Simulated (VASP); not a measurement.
## AgCl: single point with PBE-based screened hybrid with 75 % exact exchange

AgCl:

```
Ag Cl
1.0
     0.00000    2.77317    2.77317
     2.77317    0.00000    2.77317
     2.77317    2.77317    0.00000
Ag Cl
1 1
Direct
  0.00000 0.00000 0.00000
  0.50000 0.50000 0.50000
```

```
Program             : VASP 6.6.1
Task                : single point
Functional          : PBE-based screened hybrid with 75 % exact exchange
Potentials or basis : VASP PAW PBE potentials, release 64 (Ag, Cl)
Cutoff              : 520 eV
k mesh              : 4 × 4 × 4
Occupations         : gaussian, width 0.01 eV
Spin                : no spin polarisation
```

```yaml
Pressure: 1.4 GPa
Band_gap_on_the_k_mesh: 3.67 eV (least direct gap 5.66 eV)
```

Levels at points of the mesh, in eV from the valence-band top:
```tsv
k point	band 7	band 8	band 9	band 10	band 11	band 12
(0.00, 0.00, 0.00)	-1.98	-1.98	-1.98	3.67	13.60	13.60
(0.50, 0.00, 0.00)	-2.37	0.00	0.00	6.77	10.01	10.57
(0.50, 0.50, 0.00)	-2.87	-2.79	-2.79	5.38	10.35	11.68
```

Wall time 13 min on 1 thread of Oxide Virtual Turin-like Processor (shared host), peak memory 0.24 GiB.

Caveat: the k points lie up to 0.49 Å⁻¹ apart; the PAW data sets were made with another functional, which shifts forces and pressure a little. A k mesh can miss the band edges.
